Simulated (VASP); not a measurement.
A run of VASP 6.6.1 is set up as follows.

File POSCAR:

```
FePt
1.0
    2.7792751926      0.0000000000      0.0000000000
    0.0000000000      2.7792751926      0.0000000000
    0.0000000000      0.0000000000      3.6735808645
Pt Fe
1 1
Direct
    0.5000000000      0.5000000000      0.5000000000
    0.0000000000      0.0000000000      0.0000000000
```

Contents of INCAR.step1:

```
SYSTEM = FePt
ALGO = Normal
EDIFF = 1E-5
ENCUT = 520
GGA = PE
ISIF = 2
ISMEAR = -1
ISPIN = 2
LASPH = .True.
LMAXMIX = 4
LORBIT = 11
LREAL = .False.
LWAVE = .True.
MAGMOM = 0 3
NBANDS = 20
NELM = 150
PREC = Accurate
SIGMA = 0.05
```

The input INCAR.step2:

```
SYSTEM = FePt
ALGO = Normal
EDIFF = 1E-6
ENCUT = 520
GGA = PE
HFSCREEN = 0.2079
ISIF = 2
ISMEAR = -1
ISPIN = 2
ISTART = 1
LASPH = .True.
LCHARG = .True.
LELF = .True.
LHFCALC = .True.
LMAXMIX = 4
LORBIT = 11
LREAL = .False.
LVHAR = .True.
LWAVE = .False.
MAGMOM = 0 3
NBANDS = 20
NELM = 150
PREC = Accurate
PRECFOCK = Normal
SIGMA = 0.05
```

KPOINTS

```
k-points
0
Gamma
  5 5 4
  0 0 0
```

Potentials or basis: VASP PAW PBE potentials, release 64 (Pt, Fe).

Launch:

```bash
$ cat potpaw_PBE.64/Pt/POTCAR potpaw_PBE.64/Fe/POTCAR > POTCAR
$ cp INCAR.step1 INCAR
$ mpirun -np 1 vasp_std > vasp.out
$ cp INCAR.step2 INCAR
$ mpirun -np 1 vasp_std > vasp.out
```

(1) What does it give for the net moment?

(2) Estimate the pressure.

(3) Estimate the site moments.

Results:

(1) 3.90 μB per cell.

(2) 0.0 GPa.

(3) Pt +0.37; Fe +3.53 μB.

Caveat: the k points lie up to 0.45 Å⁻¹ apart; the PAW data sets were made with another functional, which shifts forces and pressure a little.
